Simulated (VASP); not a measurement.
# Sr3Pt (Pm-3m) in VASP: a series of runs, part 2 of 2

VASP 6.6.1. The steps go on from the part before.

### Step 4. Single point, PBE

This run uses another cell than the first one, of 25.87 Å³/atom, 0.761 times its volume.

Input file INCAR:

```
SYSTEM = Sr3Pt
PREC = Accurate ; ENCUT = 520
EDIFF = 1E-6 ; ISMEAR = 0
SIGMA = 0.1 ; LREAL = .False.
LASPH = .True. ; NELM = 100
ALGO = Normal ; ISIF = 2
LWAVE = .False. ; LCHARG = .False.
GGA = PE ; NBANDS = 28
```

Input file KPOINTS:

```
regular mesh
0
Gamma
  4 4 4
  0 0 0
```

Input file POSCAR:

```
Sr3Pt
1.0
    4.6950704600      0.0000000000      0.0000000000
    0.0000000000      4.6950704600      0.0000000000
    0.0000000000      0.0000000000      4.6950704600
Sr Pt
3 1
Direct
    0.5000000000      0.0000000000      0.0000000000
    0.0000000000      0.5000000000      0.0000000000
    0.0000000000      0.0000000000      0.5000000000
    0.5000000000      0.5000000000      0.5000000000
```

Potentials or basis: VASP PAW PBE potentials, release 64 (Sr_sv, Pt).

Run with:

```console
cat potpaw_PBE.64/Sr_sv/POTCAR potpaw_PBE.64/Pt/POTCAR > POTCAR
mpirun -np 1 vasp_std > vasp.out
```

OUTCAR:

```text
SYSTEM = Sr3Pt
   PREC = Accurate
   ENCUT = 520
   EDIFF = 1E-6
   ISMEAR = 0
   LREAL = .False.
   LASPH = .True.
   NELM = 100
   ISIF = 2
   GGA = PE

 ion  position               nearest neighbor table
   1  0.500  0.000  0.000-   2 3.32   3 3.32   4 3.32   3 3.32   4 3.32   2 3.32   4 3.32   4 3.32
                             2 3.32   3 3.32   3 3.32   2 3.32
   2  0.000  0.500  0.000-   1 3.32   3 3.32   4 3.32   3 3.32   4 3.32   1 3.32   3 3.32   3 3.32
                             1 3.32   4 3.32   4 3.32   1 3.32
   3  0.000  0.000  0.500-   1 3.32   2 3.32   4 3.32   1 3.32   2 3.32   2 3.32   4 3.32   2 3.32
                             1 3.32   4 3.32   1 3.32   4 3.32
   4  0.500  0.500  0.500-   1 3.32   2 3.32   3 3.32   1 3.32   2 3.32   1 3.32   3 3.32   1 3.32
                             2 3.32   3 3.32   2 3.32   3 3.32

  LATTYP: Found a simple cubic cell.
 ALAT       =     4.6950704600

  Lattice vectors:

 A1 = (   4.6950704600,   0.0000000000,   0.0000000000)
 A2 = (   0.0000000000,   4.6950704600,   0.0000000000)
 A3 = (   0.0000000000,   0.0000000000,   4.6950704600)

Analysis of symmetry for initial positions (statically):
=====================================================================
 Subroutine PRICEL returns:
 Original cell was already a primitive cell.

 Routine SETGRP: Setting up the symmetry group for a
 simple cubic supercell.

 Subroutine GETGRP returns: Found 48 space group operations
 (whereof 48 operations were pure point group operations)
 out of a pool of 48 trial point group operations.

The static configuration has the point symmetry O_h .

Analysis of symmetry for dynamics (positions and initial velocities):
=====================================================================
 Subroutine PRICEL returns:
 Original cell was already a primitive cell.

 Routine SETGRP: Setting up the symmetry group for a
 simple cubic supercell.

 Subroutine GETGRP returns: Found 48 space group operations
 (whereof 48 operations were pure point group operations)
 out of a pool of 48 trial point group operations.

The dynamic configuration has the point symmetry O_h .

 Subroutine INISYM returns: Found 48 space group operations
 (whereof 48 operations are pure point group operations),
 and found     1 'primitive' translations

----------------------------------------------------------------------------------------

                                     Primitive cell

  volume of cell :     103.4967

  direct lattice vectors                    reciprocal lattice vectors
     4.695070460  0.000000000  0.000000000     0.212989349  0.000000000  0.000000000
     0.000000000  4.695070460  0.000000000     0.000000000  0.212989349  0.000000000
     0.000000000  0.000000000  4.695070460     0.000000000  0.000000000  0.212989349

  length of vectors
     4.695070460  4.695070460  4.695070460     0.212989349  0.212989349  0.212989349

  position of ions in fractional coordinates (direct lattice)
     0.500000000  0.000000000  0.000000000
     0.000000000  0.500000000  0.000000000
     0.000000000  0.000000000  0.500000000
     0.500000000  0.500000000  0.500000000

  ion indices of the primitive-cell ions
   primitive index   ion index
                 1           1
                 2           2
                 3           3
                 4           4

[... 32 lines left out ...]
  0.500000  0.250000  0.000000     12.000000
  0.500000  0.500000  0.000000      3.000000
  0.250000  0.250000  0.250000      8.000000
  0.500000  0.250000  0.250000     12.000000
  0.500000  0.500000  0.250000      6.000000
  0.500000  0.500000  0.500000      1.000000
   k-points           NKPTS =     10   k-points in BZ     NKDIM =     10   number of bands    NBANDS=     28
   number of dos      NEDOS =    301   number of ions     NIONS =      4
   total plane-waves  NPLWV =  46656
   dimension x,y,z NGX =    36 NGY =   36 NGZ =   36
   dimension x,y,z NGXF=    72 NGYF=   72 NGZF=   72
   ions per type =               3   1
   NGX,Y,Z   is equivalent  to a cutoff of  12.75, 12.75, 12.75 a.u.
   NGXF,Y,Z  is equivalent  to a cutoff of  25.49, 25.49, 25.49 a.u.
 SYSTEM =  Sr3Pt
   PREC   = accura    normal or accurate (medium, high low for compatibility)
   ISTART =      0    job   : 0-new  1-cont  2-samecut
   ICHARG =      2    charge: 1-file 2-atom 10-const
   ISPIN  =      1    spin polarized calculation?
   LNONCOLLINEAR =      F non collinear calculations
   LSORBIT =      F    spin-orbit coupling
   LASPH  =      T    aspherical Exc in radial PAW
   ENCUT  =  520.0 eV  38.22 Ry    6.18 a.u.   8.73  8.73  8.73*2*pi/ulx,y,z
   NELM   =    100;   NELMIN=  2; NELMDL= -5     # of ELM steps
   EDIFF  = 0.1E-05   stopping-criterion for ELM
   LREAL  =      F    real-space projection
   EDIFFG = 0.1E-04   stopping-criterion for IOM
   NSW    =      0    number of steps for IOM
   IBRION =     -1    ionic relax: 0-MD 1-quasi-New 2-CG
   NFREE  =      0    steps in history (QN), initial steepest desc. (CG)
   ISIF   =      2    stress and relaxation
   ISYM   =      2    0-nonsym 1-usesym 2-fastsym
   POTIM  = 0.5000    time-step for ionic-motion
   TEBEG  =    0.0;   TEEND  =   0.0 temperature during run
   PSTRESS=    0.0 pullay stress
   NELECT =      40.0000    total number of electrons
   NUPDOWN=      -1.0000    fix difference up-down
   EMIN   =  10.00;   EMAX   =-10.00  energy-range for DOS
   EFERMI =   0.00;   METHOD = LEGACY
   ISMEAR =     0;   SIGMA  =   0.10  broadening in eV -4-tet -1-fermi 0-gaus
   EFERMI_NEDOS =   21; number of points for ismear=-14 and -15
   IALGO  =     38    algorithm
   IMIX   =      4    mixing-type and parameters
     AMIX     =   0.40;   BMIX     =  1.00
     AMIX_MAG =   1.60;   BMIX_MAG =  1.00
  volume/ion in A,a.u.               =      25.87       174.61
  Fermi-wavevector in a.u.,A,eV,Ry     =   1.192484  2.253469 19.347744  1.422019
  Thomas-Fermi vector in A             =   2.328521
   LORBIT       =      0    0 simple, 1 ext, 2 COOP (PROOUT), +10 PAW based schemes
   GGA     = PE    functional components
   LHFCALC =     F    Hartree Fock is set to
   AEXX    =    0.0000 exact exchange contribution
   IVDW    =     0    specifies the selected vdW correction
   LEPSILON=     F    determine dielectric tensor
   LRPA    =     F    only Hartree local field effects (RPA)
 non-spin polarized calculation
 Gauss-broadening in eV      SIGMA  =   0.10
  energy-cutoff  :      520.00
  volume of cell :      103.50
 maximum number of plane-waves:      2809
 NGX is ok and might be reduce to    36
   NGX = 17   NGY = 17   NGZ = 17

 number of electron      40.0000002 magnetization

 Free energy of the ion-electron system (eV)
  ---------------------------------------------------
  ext. energy  EPLUGINS =         0.00000000
  ---------------------------------------------------
  free energy    TOTEN  =       -10.49098264 eV

  energy without entropy =      -10.47334834  energy(sigma->0) =      -10.48216549

 E-fermi :   5.1919     XC(G=0): -10.1212

 val. band max:        5.1489386526   @ k =   0.2500   0.2500   0.0000
 cond. band min:       5.2992453621   @ k =   0.5000   0.2500   0.2500
 fundamental gap:      0.1503067095
 Fermi energy:         5.1918786129

 k-point     1 :       0.0000    0.0000    0.0000
  band No.  band energies     occupation
      1     -30.7528      2.00000
      2     -30.4343      2.00000
      3     -30.4343      2.00000
      4     -13.3791      2.00000
      5     -13.3791      2.00000
      6     -13.3791      2.00000
[... 299 lines left out ...]
     27       8.1161      0.00000
     28       8.1161      0.00000

------------------------ aborting loop because EDIFF is reached ----------------------------------------

  FORCE on cell =-STRESS in cart. coord.  units (eV):
  Direction    XX          YY          ZZ          XY          YZ          ZX
  --------------------------------------------------------------------------------------
  -------------------------------------------------------------------------------------
  Total        7.2606583      7.2606583      7.2606583     -0.0000000     -0.0000000      0.0000000
  in kB      112.3984284    112.3984284    112.3984284     -0.0000000     -0.0000000      0.0000000
  external PRESSURE =     112.3984284 kB  Pullay stress =       0.0000000 kB

 VOLUME and BASIS-vectors are now :
 -----------------------------------------------------------------------------
  energy-cutoff  :      520.00
  volume of cell :      103.50
      direct lattice vectors                 reciprocal lattice vectors
     4.695070460  0.000000000  0.000000000     0.212989349  0.000000000  0.000000000
     0.000000000  4.695070460  0.000000000     0.000000000  0.212989349  0.000000000
     0.000000000  0.000000000  4.695070460     0.000000000  0.000000000  0.212989349

 POSITION                                       TOTAL-FORCE (eV/Angst)
 -----------------------------------------------------------------------------------
      2.34754      0.00000      0.00000         0.000000      0.000000      0.000000
      0.00000      2.34754      0.00000         0.000000      0.000000      0.000000
      0.00000      0.00000      2.34754         0.000000      0.000000      0.000000
      2.34754      2.34754      2.34754         0.000000      0.000000      0.000000
 -----------------------------------------------------------------------------------
    total drift:                                0.000000      0.000000     -0.000000

  FREE ENERGIE OF THE ION-ELECTRON SYSTEM (eV)
  ---------------------------------------------------
  free  energy   TOTEN  =       -10.4909826380 eV

  energy  without entropy=      -10.4733483412  energy(sigma->0) =      -10.48216549
```

OSZICAR:

```text
N       E                     dE             d eps       ncg     rms          rms(c)
DAV:   1     0.244050486088E+03    0.24405E+03   -0.20401E+04   560   0.135E+03
DAV:   2     0.643638021476E+01   -0.23761E+03   -0.23090E+03   664   0.303E+02
DAV:   3    -0.101972069287E+02   -0.16634E+02   -0.16376E+02   880   0.610E+01
DAV:   4    -0.110904009930E+02   -0.89319E+00   -0.88963E+00   784   0.116E+01
DAV:   5    -0.111063298708E+02   -0.15929E-01   -0.15925E-01   800   0.156E+00    0.369E+01
DAV:   6    -0.107807424969E+02    0.32559E+00   -0.53399E+00   708   0.815E+00    0.161E+01
DAV:   7    -0.107029410279E+02    0.77801E-01   -0.34384E+00   652   0.643E+00    0.129E+01
DAV:   8    -0.104885202615E+02    0.21442E+00   -0.89812E-01   708   0.374E+00    0.843E-01
DAV:   9    -0.104906603058E+02   -0.21400E-02   -0.23685E-02   748   0.557E-01    0.468E-01
DAV:  10    -0.104909195707E+02   -0.25926E-03   -0.13840E-03   628   0.206E-01    0.177E-01
DAV:  11    -0.104909832987E+02   -0.63728E-04   -0.27091E-04   812   0.947E-02    0.388E-02
DAV:  12    -0.104909815753E+02    0.17234E-05   -0.21137E-05   668   0.227E-02    0.219E-02
DAV:  13    -0.104909826637E+02   -0.10883E-05   -0.37627E-06   612   0.858E-03    0.629E-03
DAV:  14    -0.104909826380E+02    0.25660E-07   -0.21194E-07   340   0.279E-03
   1 F= -.10490983E+02 E0= -.10482165E+02  d E =-.176343E-01
```

stdout:

```text
POSCAR found type information on POSCAR SrPt
 POSCAR found :  2 types and       4 ions
 scaLAPACK will be used
 LDA part: xc-table for (Slater+PW92), standard interpolation
 POSCAR, INCAR and KPOINTS ok, starting setup
 FFT: planning ... GRIDC
 FFT: planning ... GRID_SOFT
 FFT: planning ... GRID
 WAVECAR not read
 entering main loop
```

Wall time 36 s (1 thread of AMD EPYC 7R43 (Zen 3), shared host); peak memory 0.18 GiB.

What came out:

- Free energy: -10.4910 eV
- Pressure: 11.2 GPa
- Band gap on the k mesh: zero (band 20 reaches 6.16 eV, above the bottom of band 21 at 5.09 eV)

Levels at points of the mesh, in eV from the Fermi level:
```
           k point  band 17  band 18  band 19  band 20  band 21  band 22  band 23  band 24
(0.00, 0.00, 0.00)    -3.16    -3.16    -2.62     0.97     0.97     0.97     1.63     1.63
(0.50, 0.00, 0.00)    -2.67    -2.43    -2.36    -0.95     0.61     0.61     0.72     2.89
(0.50, 0.50, 0.00)    -2.69    -2.42    -0.93    -0.93     0.13     0.31     1.26     1.26
(0.50, 0.50, 0.50)    -2.56    -2.56     0.24     0.24     0.24     1.40     1.40     1.40
```

Caveat: spin-orbit coupling is left out, which moves the levels of the heavy elements.

### Step 5. The runs side by side

| task | cell | k mesh | cutoff (eV) | gap on the mesh (eV) | pressure (GPa) |
| --- | --- | --- | --- | --- | --- |
| single point | a = 5.142 Å, 4 atoms | 10 × 10 × 10 | 520 | none | 0.0 |
| relaxation of cell and atoms | relaxed from a = 5.146 Å, 4 atoms | 10 × 10 × 10 | 600 | none | 0.0 |
| single point | a = 4.695 Å, 4 atoms | 4 × 4 × 4 | 520 | none | 11.2 |

Alike in all rows: level PBE; potentials or basis VASP PAW PBE potentials, release 64 (Sr_sv, Pt); no spin polarisation; smearing gaussian 0.1 eV.

Caveats: spin-orbit coupling is left out, which moves the levels of the heavy elements; the relaxation stopped at its first step, so nothing moved (some runs).

Total energies depend on the potentials used, so only differences within one code and one set of settings carry meaning.
